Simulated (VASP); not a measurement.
# Fe2O3 (Hematite) (R-3c) in VASP: single point with PBE

Aim: the single point of Fe2O3 (Hematite) with PBE.

Everything below comes from runs of VASP 6.6.1. Logs are shortened: lines on timing, memory, paths and dates and some standing lists are left out, and cuts for length are marked.

**1. The cell of the first run**

The structure is trigonal, space group R-3c (No. 167). Conventional cell: a = 4.773 Å, b = 4.773 Å, c = 13.304 Å, α = 90.00°, β = 90.00°, γ = 120.00°. Fe (site symmetry 3) has 6 O at 1.89 to 1.96 Å within 2.5 Å. O (site symmetry 2) has 4 Fe at 1.89 to 1.96 Å within 2.5 Å.

**2. Single point, PBE, collinear spin, ferromagnetic start**

Input file INCAR:

```
PREC = Accurate
ENCUT = 520
EDIFF = 1E-6
ISMEAR = 0
SIGMA = 0.05
LREAL = False
LASPH = True
NELM = 150
ALGO = Normal
ISIF = 2
LWAVE = False
LCHARG = True
ISPIN = 2
MAGMOM = 5 5 5 5 0 0 0 0 0 0
LORBIT = 11
LMAXMIX = 4
GGA = PE
LELF = True
LVHAR = True
NBANDS = 49
```

Input file KPOINTS:

```
regular mesh
0
Gamma
  6 6 6
```

Input file POSCAR:

```
Fe2O3
1.0
    2.3865028408      1.3778480576      4.4345385515
   -2.3865028408      1.3778480576      4.4345385515
    0.0000000000     -2.7556961151      4.4345385515
Fe O
4 6
Direct
    0.3454541928      0.3454541928      0.3454541928
    0.1545458072      0.1545458072      0.1545458072
    0.6545458072      0.6545458072      0.6545458072
    0.8454541928      0.8454541928      0.8454541928
    0.5632180984      0.9367819016      0.2500000000
    0.2500000000      0.5632180984      0.9367819016
    0.9367819016      0.2500000000      0.5632180984
    0.4367819016      0.0632180984      0.7500000000
    0.7500000000      0.4367819016      0.0632180984
    0.0632180984      0.7500000000      0.4367819016
```

Potentials or basis: VASP PAW PBE potentials, release 64 (Fe, O).

Started as:

```bash
> cat potpaw_PBE.64/Fe/POTCAR potpaw_PBE.64/O/POTCAR > POTCAR
> mpirun -np 1 vasp_std > vasp.out
```

OUTCAR:

```text
PREC = Accurate
   ENCUT = 520
   EDIFF = 1E-6
   ISMEAR = 0
   LREAL = False
   LASPH = True
   NELM = 150
   ISIF = 2
   ISPIN = 2
   LORBIT = 11
   GGA = PE

 ion  position               nearest neighbor table
   1  0.345  0.345  0.345-  10 1.89   8 1.89   9 1.89   6 1.96   5 1.96   7 1.96   2 2.54   3 2.77
                             3 2.77   3 2.77
   2  0.155  0.155  0.155-   9 1.89   8 1.89  10 1.89   7 1.96   5 1.96   6 1.96   1 2.54   4 2.77
                             4 2.77   4 2.77
   3  0.655  0.655  0.655-   7 1.89   5 1.89   6 1.89   9 1.96   8 1.96  10 1.96   4 2.54   1 2.77
                             1 2.77   1 2.77
   4  0.845  0.845  0.845-   6 1.89   5 1.89   7 1.89  10 1.96   8 1.96   9 1.96   3 2.54   2 2.77
                             2 2.77   2 2.77
   5  0.563  0.937  0.250-   3 1.89   4 1.89   1 1.96   2 1.96
   6  0.250  0.563  0.937-   4 1.89   3 1.89   1 1.96   2 1.96
   7  0.937  0.250  0.563-   3 1.89   4 1.89   2 1.96   1 1.96
   8  0.437  0.063  0.750-   1 1.89   2 1.89   3 1.96   4 1.96
   9  0.750  0.437  0.063-   2 1.89   1 1.89   3 1.96   4 1.96
  10  0.063  0.750  0.437-   1 1.89   2 1.89   4 1.96   3 1.96

  LATTYP: Found a trigonal (rhomboedric) cell.
 ALAT       =     5.2210145799
 COS(alpha) =     0.5821272078

  Lattice vectors:

 A1 = (   2.3865028408,   1.3778480576,   4.4345385515)
 A2 = (  -2.3865028408,   1.3778480576,   4.4345385515)
 A3 = (   0.0000000000,  -2.7556961151,   4.4345385515)

Analysis of symmetry for initial positions (statically):
=====================================================================
 Subroutine PRICEL returns:
 Original cell was already a primitive cell.

 Routine SETGRP: Setting up the symmetry group for a
 trigonal (rhombohedral) supercell.

 Subroutine GETGRP returns: Found 12 space group operations
 (whereof  6 operations were pure point group operations)
 out of a pool of 12 trial point group operations.

The static configuration has the point symmetry S_6 .
 The point group associated with its full space group is D_3d.

Analysis of symmetry for dynamics (positions and initial velocities):
=====================================================================
 Subroutine PRICEL returns:
 Original cell was already a primitive cell.

 Routine SETGRP: Setting up the symmetry group for a
 trigonal (rhombohedral) supercell.

 Subroutine GETGRP returns: Found 12 space group operations
 (whereof  6 operations were pure point group operations)
 out of a pool of 12 trial point group operations.

The dynamic configuration has the point symmetry S_6 .
 The point group associated with its full space group is D_3d.

Analysis of structural, dynamic, and magnetic symmetry:
=====================================================================
 Subroutine PRICEL returns:
 Original cell was already a primitive cell.

 Routine SETGRP: Setting up the symmetry group for a
 trigonal (rhombohedral) supercell.

 Subroutine GETGRP returns: Found 12 space group operations
 (whereof  6 operations were pure point group operations)
 out of a pool of 12 trial point group operations.

The overall configuration has the point symmetry S_6 .
 The point group associated with its full space group is D_3d.

 Subroutine INISYM returns: Found 12 space group operations
 (whereof  6 operations are pure point group operations),
 and found     1 'primitive' translations

----------------------------------------------------------------------------------------

                                     Primitive cell

  volume of cell :      87.4909

  direct lattice vectors                    reciprocal lattice vectors
     2.386502841  1.377848058  4.434538552     0.209511588  0.120961572  0.075167535
    -2.386502841  1.377848058  4.434538552    -0.209511588  0.120961572  0.075167535
     0.000000000 -2.755696115  4.434538552     0.000000000 -0.241923143  0.075167535

  length of vectors
     5.221014580  5.221014580  5.221014580     0.253331731  0.253331731  0.253331731

  position of ions in fractional coordinates (direct lattice)
     0.345454193  0.345454193  0.345454193
     0.154545807  0.154545807  0.154545807
[... 85 lines left out ...]
   ISTART =      0    job   : 0-new  1-cont  2-samecut
   ICHARG =      2    charge: 1-file 2-atom 10-const
   ISPIN  =      2    spin polarized calculation?
   LNONCOLLINEAR =      F non collinear calculations
   LSORBIT =      F    spin-orbit coupling
   LASPH  =      T    aspherical Exc in radial PAW
   ENCUT  =  520.0 eV  38.22 Ry    6.18 a.u.   9.71  9.71  9.71*2*pi/ulx,y,z
   NELM   =    150;   NELMIN=  2; NELMDL= -5     # of ELM steps
   EDIFF  = 0.1E-05   stopping-criterion for ELM
   LREAL  =      F    real-space projection
   EDIFFG = 0.1E-04   stopping-criterion for IOM
   NSW    =      0    number of steps for IOM
   IBRION =     -1    ionic relax: 0-MD 1-quasi-New 2-CG
   NFREE  =      0    steps in history (QN), initial steepest desc. (CG)
   ISIF   =      2    stress and relaxation
   ISYM   =      2    0-nonsym 1-usesym 2-fastsym
   POTIM  = 0.5000    time-step for ionic-motion
   TEBEG  =    0.0;   TEEND  =   0.0 temperature during run
   PSTRESS=    0.0 pullay stress
   NELECT =      68.0000    total number of electrons
   NUPDOWN=      -1.0000    fix difference up-down
   EMIN   =  10.00;   EMAX   =-10.00  energy-range for DOS
   EFERMI =   0.00;   METHOD = LEGACY
   ISMEAR =     0;   SIGMA  =   0.05  broadening in eV -4-tet -1-fermi 0-gaus
   EFERMI_NEDOS =   21; number of points for ismear=-14 and -15
   IALGO  =     38    algorithm
   IMIX   =      4    mixing-type and parameters
     AMIX     =   0.40;   BMIX     =  1.00
     AMIX_MAG =   1.60;   BMIX_MAG =  1.00
  volume/ion in A,a.u.               =       8.75        59.04
  Fermi-wavevector in a.u.,A,eV,Ry     =   1.505186  2.844389 30.825150  2.265585
  Thomas-Fermi vector in A             =   2.616068
   LORBIT       =     11    0 simple, 1 ext, 2 COOP (PROOUT), +10 PAW based schemes
   GGA     = PE    functional components
   LHFCALC =     F    Hartree Fock is set to
   AEXX    =    0.0000 exact exchange contribution
   IVDW    =     0    specifies the selected vdW correction
   LEPSILON=     F    determine dielectric tensor
   LRPA    =     F    only Hartree local field effects (RPA)
 spin polarized calculation
 Gauss-broadening in eV      SIGMA  =   0.05
  energy-cutoff  :      520.00
  volume of cell :       87.49
 maximum number of plane-waves:      2386
   NGX = 19   NGY = 19   NGZ = 19

 number of electron      68.0000003 magnetization      11.8242402

 number of electron      68.0000002 magnetization       4.0006638

 Free energy of the ion-electron system (eV)
  ---------------------------------------------------
  ext. energy  EPLUGINS =         0.00000000
  ---------------------------------------------------
  free energy    TOTEN  =       -74.62096320 eV

  energy without entropy =      -74.60654206  energy(sigma->0) =      -74.61375263

 E-fermi :   5.5888     XC(G=0): -12.4326

 val. band max:        5.5852142015   @ k =  -0.3333   0.3333   0.3333
 cond. band min:       5.5893283262   @ k =   0.5000   0.5000   0.1667
 fundamental gap:      0.0041141247
 Fermi energy:         5.5888076805

 spin component 1

 k-point     1 :       0.0000    0.0000    0.0000
  band No.  band energies     occupation
      1     -15.5685      1.00000
      2     -13.6825      1.00000
      3     -13.6551      1.00000
      4     -13.6551      1.00000
      5     -13.5085      1.00000
      6     -13.5085      1.00000
[... 1165 lines left out ...]
     45      14.9304      0.00000
     46      15.2404      0.00000

 [... further k-points ...]

 spin component 2

 k-point     1 :       0.0000    0.0000    0.0000
  band No.  band energies     occupation
      1     -15.5051      1.00000
      2     -13.6231      1.00000
      3     -13.5908      1.00000
      4     -13.5908      1.00000
      5     -13.4470      1.00000
      6     -13.4470      1.00000
[... 1165 lines left out ...]
     45      15.0600      0.00000
     46      15.3705      0.00000

 [... further k-points ...]

 [bands above 46 left out]

------------------------ aborting loop because EDIFF is reached ----------------------------------------

  FORCE on cell =-STRESS in cart. coord.  units (eV):
  Direction    XX          YY          ZZ          XY          YZ          ZX
  --------------------------------------------------------------------------------------
  -------------------------------------------------------------------------------------
  Total        0.8947498      0.8947498      0.8710268      0.0000000      0.0000000      0.0000000
  in kB       16.3851048     16.3851048     15.9506771      0.0000000      0.0000000      0.0000000
  external PRESSURE =      16.2402956 kB  Pullay stress =       0.0000000 kB

 VOLUME and BASIS-vectors are now :
 -----------------------------------------------------------------------------
  energy-cutoff  :      520.00
  volume of cell :       87.49
      direct lattice vectors                 reciprocal lattice vectors
     2.386502841  1.377848058  4.434538552     0.209511588  0.120961572  0.075167535
    -2.386502841  1.377848058  4.434538552    -0.209511588  0.120961572  0.075167535
     0.000000000 -2.755696115  4.434538552     0.000000000 -0.241923143  0.075167535

 POSITION                                       TOTAL-FORCE (eV/Angst)
 -----------------------------------------------------------------------------------
      0.00000      0.00000      4.59579         0.000000      0.000000      0.042300
      0.00000      0.00000      2.05602         0.000000     -0.000000     -0.042300
      0.00000      0.00000      8.70783         0.000000     -0.000000     -0.042300
      0.00000      0.00000     11.24760         0.000000      0.000000      0.042300
     -0.89151      1.37785      7.76044         0.022380      0.000000      0.000000
     -0.74750     -1.46100      7.76044        -0.011190      0.019382      0.000000
      1.63901      0.08315      7.76044        -0.011190     -0.019382      0.000000
      0.89151     -1.37785      5.54317        -0.022380      0.000000      0.000000
      0.74750      1.46100      5.54317         0.011190     -0.019382      0.000000
     -1.63901     -0.08315      5.54317         0.011190      0.019382      0.000000
 -----------------------------------------------------------------------------------
    total drift:                               -0.000000     -0.000000     -0.000000

  FREE ENERGIE OF THE ION-ELECTRON SYSTEM (eV)
  ---------------------------------------------------
  free  energy   TOTEN  =       -74.6209632049 eV

  energy  without entropy=      -74.6065420619  energy(sigma->0) =      -74.61375263

 total charge

# of ion       s       p       d       tot
------------------------------------------
    1        0.409   0.654   6.305   7.369
    2        0.409   0.654   6.305   7.369
    3        0.409   0.654   6.305   7.369
    4        0.409   0.654   6.305   7.369
    5        1.561   3.452   0.000   5.014
    6        1.561   3.452   0.000   5.014
    7        1.561   3.452   0.000   5.014
    8        1.561   3.452   0.000   5.014
    9        1.561   3.452   0.000   5.014
   10        1.561   3.452   0.000   5.014
--------------------------------------------------
tot         11.007  23.329  25.222  59.557

 magnetization (x)

# of ion       s       p       d       tot
------------------------------------------
    1        0.007   0.010   0.927   0.943
    2        0.007   0.010   0.927   0.943
    3        0.007   0.010   0.927   0.943
    4        0.007   0.010   0.927   0.943
    5        0.000   0.028   0.000   0.028
    6        0.000   0.028   0.000   0.028
    7        0.000   0.028   0.000   0.028
    8        0.000   0.028   0.000   0.028
    9        0.000   0.028   0.000   0.028
   10        0.000   0.028   0.000   0.028
--------------------------------------------------
tot          0.028   0.207   3.707   3.941
```

Wall time 7.3 min (1 thread of Intel Xeon Platinum 8259CL at 2.50GHz (Skylake/Cascade Lake), shared host); peak memory 0.4 GiB.

Results:

```yaml
Free_energy: -74.6210 eV
Pressure: 1.6 GPa
Largest_force: 0.042 eV/Å
Band_gap_on_the_k_mesh: zero (filled and empty bands overlap)
Net_moment: 4.00 μB per cell
Site_moments: Fe +0.94; O +0.03 μB
Valence_electrons_inside_the_program's_atomic_spheres: Fe 7.37; O 5.01
```

Forces on the atoms (eV/Å):
```
Fe   0.000  0.000  0.042
Fe   0.000  0.000 -0.042
Fe   0.000  0.000 -0.042
Fe   0.000  0.000  0.042
O    0.022  0.000  0.000
O   -0.011  0.019  0.000
O   -0.011 -0.019  0.000
O   -0.022  0.000  0.000
O    0.011 -0.019  0.000
O    0.011  0.019  0.000
```

Levels at points of the mesh, in eV from the Fermi level:
Spin up:
```
           k point  band 33  band 34  band 35  band 36  band 37  band 38  band 39  band 40
(0.00, 0.00, 0.00)    -1.03    -0.61    -0.55    -0.55     0.44     0.44     0.61     0.61
(0.50, 0.00, 0.00)    -0.96    -0.96    -0.84    -0.84     1.00     1.00     1.21     1.21
(0.50, 0.50, 0.00)    -0.94    -0.83    -0.73    -0.73     0.32     0.47     0.68     1.08
(0.50, 0.50, 0.50)    -0.84    -0.84    -0.84    -0.84     1.06     1.06     1.06     1.06
```
Spin down:
| k point | band 30 | band 31 | band 32 | band 33 | band 34 | band 35 |
| --- | --- | --- | --- | --- | --- | --- |
| (0.00, 0.00, 0.00) | -0.66 | -0.66 | -0.30 | 0.30 | 0.30 | 0.46 |
| (0.50, 0.00, 0.00) | -0.34 | -0.10 | -0.10 | -0.02 | -0.02 | 0.45 |
| (0.50, 0.50, 0.00) | -0.35 | -0.26 | -0.06 | 0.07 | 0.32 | 0.40 |
| (0.50, 0.50, 0.50) | -0.07 | -0.04 | -0.04 | -0.04 | -0.04 | 0.05 |

Caveat: the moment fell far below its start of 5 μB, so a state of higher moment may lie lower in energy; semilocal functionals often make such compounds metallic where correlation or magnetic order opens a gap, which also shifts bond lengths; only a ferromagnetic start was run, and an antiferromagnetic order may lie lower in energy. With open d or f shells a metallic result of PBE can be an artefact of self-interaction; +U or a hybrid may open a gap.
